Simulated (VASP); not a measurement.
# Mg2CdH6 (Fm-3m) in VASP: single point with r2SCAN

Aim: the single point of Mg2CdH6 with r2SCAN.

Program: VASP 6.6.1. These are calculated values, not measurements. Logs are shortened: lines on timing, memory, paths and dates and some standing lists are left out, and cuts for length are marked.

## (1) The cell of the first run

It takes space group Fm-3m (No. 225, cubic). The conventional cell has a = 6.721 Å, b = 6.721 Å, c = 6.721 Å, α = 90.00°, β = 90.00°, γ = 90.00°. H (site symmetry 4mm) has 1 Cd at 1.63 Å within 2.2 Å. Within 2.2 Å of Cd (site symmetry m-3m) lie 6 H at 1.63 Å. Mg (site symmetry -43m) has 12 H at 2.38 Å and 4 Cd at 2.91 Å within 3.1 Å.

## (2) Single point, r2SCAN

Input file POSCAR:

```
Mg2CdH6
1.0
    0.0000000000      3.3603760000      3.3603760000
    3.3603760000      0.0000000000      3.3603760000
    3.3603760000      3.3603760000      0.0000000000
H Cd Mg
6 1 2
Direct
    0.7580000000      0.2420000000      0.2420000000
    0.2420000000      0.7580000000      0.2420000000
    0.2420000000      0.7580000000      0.7580000000
    0.7580000000      0.2420000000      0.7580000000
    0.2420000000      0.2420000000      0.7580000000
    0.7580000000      0.7580000000      0.2420000000
    0.0000000000      0.0000000000      0.0000000000
    0.2500000000      0.2500000000      0.2500000000
    0.7500000000      0.7500000000      0.7500000000
```

Input file INCAR.step1:

```
PREC = Accurate ; ENCUT = 520
ISMEAR = -1 ; SIGMA = 0.1
LREAL = False ; LASPH = True
NELM = 60 ; NBANDS = 21
GGA = PE ; ALGO = Normal
EDIFF = 1E-4 ; LWAVE = True
LCHARG = False
```

Input file INCAR.step2:

```
PREC = Accurate ; ENCUT = 520
EDIFF = 1E-6 ; ISMEAR = -1
SIGMA = 0.1 ; LREAL = False
LASPH = True ; NELM = 60
ALGO = Normal ; ISIF = 2
LWAVE = False ; LCHARG = True
METAGGA = R2SCAN ; LMIXTAU = True
LELF = True ; LVHAR = True
NBANDS = 21 ; ISTART = 1
```

Input file KPOINTS:

```
regular mesh
0
Gamma
  9 9 9
```

Potentials or basis: VASP PAW PBE potentials, release 64 (H, Cd, Mg).

Command:

```sh
$ cat potpaw_PBE.64/H/POTCAR potpaw_PBE.64/Cd/POTCAR potpaw_PBE.64/Mg/POTCAR > POTCAR
$ cp INCAR.step1 INCAR
$ mpirun -np 1 vasp_std > vasp.out
$ cp INCAR.step2 INCAR
$ mpirun -np 1 vasp_std > vasp.out
```

OUTCAR:

```text
PREC = Accurate
   ENCUT = 520
   EDIFF = 1E-6
   ISMEAR = -1
   LREAL = False
   LASPH = True
   NELM = 60
   ISIF = 2
   METAGGA = R2SCAN
   ISTART = 1

 ion  position               nearest neighbor table
   1  0.758  0.242  0.242-   7 1.63
   2  0.242  0.758  0.242-   7 1.63
   3  0.242  0.758  0.758-   7 1.63
   4  0.758  0.242  0.758-   7 1.63
   5  0.242  0.242  0.758-   7 1.63
   6  0.758  0.758  0.242-   7 1.63
   7  0.000  0.000  0.000-   1 1.63   2 1.63   3 1.63   4 1.63   5 1.63   6 1.63   9 2.91   9 2.91
                             9 2.91   8 2.91   8 2.91   8 2.91   9 2.91   8 2.91
   8  0.250  0.250  0.250-   7 2.91   7 2.91   7 2.91   7 2.91   9 3.36   9 3.36   9 3.36   9 3.36
                             9 3.36   9 3.36
   9  0.750  0.750  0.750-   7 2.91   7 2.91   7 2.91   7 2.91   8 3.36   8 3.36   8 3.36   8 3.36
                             8 3.36   8 3.36

  LATTYP: Found a face centered cubic cell.
 ALAT       =     6.7207520000

  Lattice vectors:

 A1 = (   0.0000000000,   3.3603760000,   3.3603760000)
 A2 = (   3.3603760000,   0.0000000000,   3.3603760000)
 A3 = (   3.3603760000,   3.3603760000,   0.0000000000)

Analysis of symmetry for initial positions (statically):
=====================================================================
 Subroutine PRICEL returns:
 Original cell was already a primitive cell.

 Routine SETGRP: Setting up the symmetry group for a
 face centered cubic supercell.

 Subroutine GETGRP returns: Found 48 space group operations
 (whereof 48 operations were pure point group operations)
 out of a pool of 48 trial point group operations.

The static configuration has the point symmetry O_h .

Analysis of symmetry for dynamics (positions and initial velocities):
=====================================================================
 Subroutine PRICEL returns:
 Original cell was already a primitive cell.

 Routine SETGRP: Setting up the symmetry group for a
 face centered cubic supercell.

 Subroutine GETGRP returns: Found 48 space group operations
 (whereof 48 operations were pure point group operations)
 out of a pool of 48 trial point group operations.

The dynamic configuration has the point symmetry O_h .

 Subroutine INISYM returns: Found 48 space group operations
 (whereof 48 operations are pure point group operations),
 and found     1 'primitive' translations

----------------------------------------------------------------------------------------

                                     Primitive cell

  volume of cell :      75.8916

  direct lattice vectors                    reciprocal lattice vectors
     0.000000000  3.360376000  3.360376000    -0.148792873  0.148792873  0.148792873
     3.360376000  0.000000000  3.360376000     0.148792873 -0.148792873  0.148792873
     3.360376000  3.360376000  0.000000000     0.148792873  0.148792873 -0.148792873

  length of vectors
     4.752289314  4.752289314  4.752289314     0.257716816  0.257716816  0.257716816

  position of ions in fractional coordinates (direct lattice)
     0.758000000  0.242000000  0.242000000
     0.242000000  0.758000000  0.242000000
     0.242000000  0.758000000  0.758000000
     0.758000000  0.242000000  0.758000000
     0.242000000  0.242000000  0.758000000
     0.758000000  0.758000000  0.242000000
     0.000000000  0.000000000  0.000000000
     0.250000000  0.250000000  0.250000000
     0.750000000  0.750000000  0.750000000

  ion indices of the primitive-cell ions
   primitive index   ion index
                 1           1
                 2           2
                 3           3
                 4           4
                 5           5
                 6           6
                 7           7
                 8           8
                 9           9

----------------------------------------------------------------------------------------

 KPOINTS: regular mesh

Automatic generation of k-mesh.
 Grid dimensions read from file:
 generate k-points for:    9    9    9

 Generating k-lattice:

  Cartesian coordinates                     Fractional coordinates (reciprocal lattice)
    -0.016532541  0.016532541  0.016532541     0.111111111  0.000000000  0.000000000
     0.016532541 -0.016532541  0.016532541     0.000000000  0.111111111  0.000000000
     0.016532541  0.016532541 -0.016532541     0.000000000  0.000000000  0.111111111

  Length of vectors
     0.028635202  0.028635202  0.028635202

  Shift w.r.t. Gamma in fractional coordinates (k-lattice)
     0.000000000  0.000000000  0.000000000

 Subroutine IBZKPT returns following result:
 ===========================================

 Found     35 irreducible k-points:

 Following reciprocal coordinates:
            Coordinates               Weight
  0.000000  0.000000  0.000000      1.000000
  0.111111  0.000000  0.000000      8.000000
  0.222222  0.000000  0.000000      8.000000
  0.333333  0.000000  0.000000      8.000000
  0.444444  0.000000  0.000000      8.000000
  0.111111  0.111111  0.000000      6.000000
[... 16 lines left out ...]
 -0.333333  0.333333  0.000000     12.000000
  0.444444  0.444444  0.000000      6.000000
 [... further k-points ...]
   k-points           NKPTS =     35   k-points in BZ     NKDIM =     35   number of bands    NBANDS=     21
   number of dos      NEDOS =    301   number of ions     NIONS =      9
   total plane-waves  NPLWV =  46656
   dimension x,y,z NGX =    36 NGY =   36 NGZ =   36
   dimension x,y,z NGXF=    72 NGYF=   72 NGZF=   72
   ions per type =               6   1   2
   NGX,Y,Z   is equivalent  to a cutoff of  12.59, 12.59, 12.59 a.u.
   NGXF,Y,Z  is equivalent  to a cutoff of  25.19, 25.19, 25.19 a.u.
 SYSTEM =  unknown system
   PREC   = accura    normal or accurate (medium, high low for compatibility)
   ISTART =      1    job   : 0-new  1-cont  2-samecut
   ICHARG =      0    charge: 1-file 2-atom 10-const
   ISPIN  =      1    spin polarized calculation?
   LNONCOLLINEAR =      F non collinear calculations
   LSORBIT =      F    spin-orbit coupling
   LASPH  =      T    aspherical Exc in radial PAW
   ENCUT  =  520.0 eV  38.22 Ry    6.18 a.u.   8.84  8.84  8.84*2*pi/ulx,y,z
   NELM   =     60;   NELMIN=  2; NELMDL=  0     # of ELM steps
   EDIFF  = 0.1E-05   stopping-criterion for ELM
   LREAL  =      F    real-space projection
[... 7 lines left out ...]
   TEBEG  =    0.0;   TEEND  =   0.0 temperature during run
   PSTRESS=    0.0 pullay stress
   NELECT =      22.0000    total number of electrons
   NUPDOWN=      -1.0000    fix difference up-down
   EMIN   =  10.00;   EMAX   =-10.00  energy-range for DOS
   EFERMI =   0.00;   METHOD = LEGACY
   ISMEAR =    -1;   SIGMA  =   0.10  broadening in eV -4-tet -1-fermi 0-gaus
   EFERMI_NEDOS =   21; number of points for ismear=-14 and -15
   IALGO  =     38    algorithm
   IMIX   =      4    mixing-type and parameters
     AMIX     =   0.40;   BMIX     =  1.00
     AMIX_MAG =   1.60;   BMIX_MAG =  1.00
  volume/ion in A,a.u.               =       8.43        56.90
  Fermi-wavevector in a.u.,A,eV,Ry     =   1.083472  2.047466 15.972048  1.173912
  Thomas-Fermi vector in A             =   2.219539
   LORBIT       =      0    0 simple, 1 ext, 2 COOP (PROOUT), +10 PAW based schemes
   METAGGA = R2SCAN    functional components
   LHFCALC =     F    Hartree Fock is set to
   AEXX    =    0.0000 exact exchange contribution
   IVDW    =     0    specifies the selected vdW correction
   LEPSILON=     F    determine dielectric tensor
   LRPA    =     F    only Hartree local field effects (RPA)
 non-spin polarized calculation
  energy-cutoff  :      520.00
  volume of cell :       75.89
 maximum number of plane-waves:      2085
   NGX = 17   NGY = 17   NGZ = 17

 number of electron      21.9999999 magnetization

 Free energy of the ion-electron system (eV)
  ---------------------------------------------------
  ext. energy  EPLUGINS =         0.00000000
  ---------------------------------------------------
  free energy    TOTEN  =       -42.62308028 eV

  energy without entropy =      -42.58581243  energy(sigma->0) =      -42.60444635

 E-fermi :   4.3232     XC(G=0): -10.4253

 val. band max:        4.3011885890   @ k =   0.3333   0.2222   0.0000
 cond. band min:       4.3658002127   @ k =   0.3333   0.2222   0.0000
 fundamental gap:      0.0646116236
 Fermi energy:         4.3232139569

 k-point     1 :       0.0000    0.0000    0.0000
  band No.  band energies     occupation
      1      -8.5023      2.00000
      2      -8.3907      2.00000
      3      -8.3907      2.00000
      4      -7.1472      2.00000
      5      -7.1472      2.00000
      6      -7.1472      2.00000
[... 13 lines left out ...]
     20      10.9136      0.00000
     21      16.3612      0.00000

 k-point     2 :       0.1111    0.0000    0.0000
  band No.  band energies     occupation
      1      -8.3962      2.00000
      2      -8.3962      2.00000
      3      -8.3906      2.00000
      4      -7.1481      2.00000
      5      -7.1413      2.00000
      6      -7.1413      2.00000
[... 13 lines left out ...]
     20      11.5727      0.00000
     21      15.6376      0.00000

 k-point     3 :       0.2222    0.0000    0.0000
  band No.  band energies     occupation
      1      -8.4108      2.00000
      2      -8.4108      2.00000
      3      -8.0700      2.00000
      4      -7.1425      2.00000
      5      -7.1258      2.00000
      6      -7.1258      2.00000
[... 13 lines left out ...]
     20      12.9533      0.00000
     21      14.1280      0.00000

 k-point     4 :       0.3333    0.0000    0.0000
  band No.  band energies     occupation
      1      -8.4276      2.00000
      2      -8.4276      2.00000
      3      -7.6232      2.00000
      4      -7.1070      2.00000
      5      -7.1070      2.00000
      6      -7.0778      2.00000
[... 13 lines left out ...]
     20      13.1671      0.00000
     21      13.1671      0.00000

 k-point     5 :       0.4444    0.0000    0.0000
  band No.  band energies     occupation
      1      -8.4389      2.00000
      2      -8.4389      2.00000
      3      -7.3731      2.00000
      4      -7.0940      2.00000
      5      -7.0940      2.00000
      6      -6.7766      2.00000
[... 13 lines left out ...]
     20      13.9023      0.00000
     21      13.9023      0.00000
[... 382 lines left out ...]
     20      12.9154      0.00000
     21      13.3901      0.00000

 k-point    22 :      -0.4444    0.3333    0.0000
  band No.  band energies     occupation
      1      -8.5925      2.00000
      2      -8.3702      2.00000
      3      -7.1842      2.00000
      4      -7.0874      2.00000
      5      -7.0598      2.00000
      6      -6.3729      2.00000
[... 13 lines left out ...]
     20      13.1732      0.00000
     21      13.8946      0.00000

 k-point    23 :      -0.3333    0.3333    0.0000
  band No.  band energies     occupation
      1      -8.5417      2.00000
      2      -8.4045      2.00000
      3      -7.1791      2.00000
      4      -7.1091      2.00000
      5      -7.0697      2.00000
      6      -6.4323      2.00000
[... 13 lines left out ...]
     20      13.8535      0.00000
     21      14.3781      0.00000

 k-point    24 :       0.4444    0.4444    0.0000
  band No.  band energies     occupation
      1      -8.6528      2.00000
      2      -8.3278      2.00000
      3      -7.2024      2.00000
      4      -7.0502      2.00000
      5      -7.0502      2.00000
      6      -6.4113      2.00000
[... 13 lines left out ...]
     20      12.4811      0.00000
     21      13.0835      0.00000

 [... further k-points ...]

------------------------ aborting loop because EDIFF is reached ----------------------------------------

  FORCE on cell =-STRESS in cart. coord.  units (eV):
  Direction    XX          YY          ZZ          XY          YZ          ZX
  --------------------------------------------------------------------------------------
  -------------------------------------------------------------------------------------
  Total       12.5207984     12.5207984     12.5207984      0.0000000      0.0000000      0.0000000
  in kB      264.3315395    264.3315395    264.3315395      0.0000000      0.0000000      0.0000000
  external PRESSURE =     264.3315395 kB  Pullay stress =       0.0000000 kB

 VOLUME and BASIS-vectors are now :
 -----------------------------------------------------------------------------
  energy-cutoff  :      520.00
  volume of cell :       75.89
      direct lattice vectors                 reciprocal lattice vectors
     0.000000000  3.360376000  3.360376000    -0.148792873  0.148792873  0.148792873
     3.360376000  0.000000000  3.360376000     0.148792873 -0.148792873  0.148792873
     3.360376000  3.360376000  0.000000000     0.148792873  0.148792873 -0.148792873

 POSITION                                       TOTAL-FORCE (eV/Angst)
 -----------------------------------------------------------------------------------
      1.62642      3.36038      3.36038         3.843444     -0.000000     -0.000000
      3.36038      1.62642      3.36038        -0.000000      3.843444     -0.000000
      5.09433      3.36038      3.36038        -3.843444     -0.000000     -0.000000
      3.36038      5.09433      3.36038        -0.000000     -3.843444     -0.000000
      3.36038      3.36038      1.62642        -0.000000     -0.000000      3.843444
      3.36038      3.36038      5.09433        -0.000000     -0.000000     -3.843444
      0.00000      0.00000      0.00000        -0.000000     -0.000000     -0.000000
      1.68019      1.68019      1.68019        -0.000000     -0.000000     -0.000000
      5.04056      5.04056      5.04056        -0.000000     -0.000000     -0.000000
 -----------------------------------------------------------------------------------
    total drift:                               -0.000000      0.000000     -0.000000

  FREE ENERGIE OF THE ION-ELECTRON SYSTEM (eV)
  ---------------------------------------------------
  free  energy   TOTEN  =       -42.6230802808 eV

  energy  without entropy=      -42.5858124259  energy(sigma->0) =      -42.60444635
```

Wall time 4.7 min (1 thread of Intel Xeon 8259CL, shared host); peak memory 0.25 GiB.

Results:

```yaml
Free_energy: -42.6231 eV
Pressure: 26.4 GPa
Largest_force: 3.843 eV/Å
Band_gap_on_the_k_mesh: zero (bands 11 and 12 overlap by 0.09 eV)
```

Forces in eV/Å, atoms in the order of the input:
```
H    3.843  0.000  0.000
H    0.000  3.843  0.000
H   -3.843  0.000  0.000
H    0.000 -3.843  0.000
H    0.000  0.000  3.843
H    0.000  0.000 -3.843
Cd   0.000  0.000  0.000
Mg   0.000  0.000  0.000
Mg   0.000  0.000  0.000
```

Caveat: the cell stands under pressure; the PAW data sets were made with another functional, which shifts forces and pressure a little.
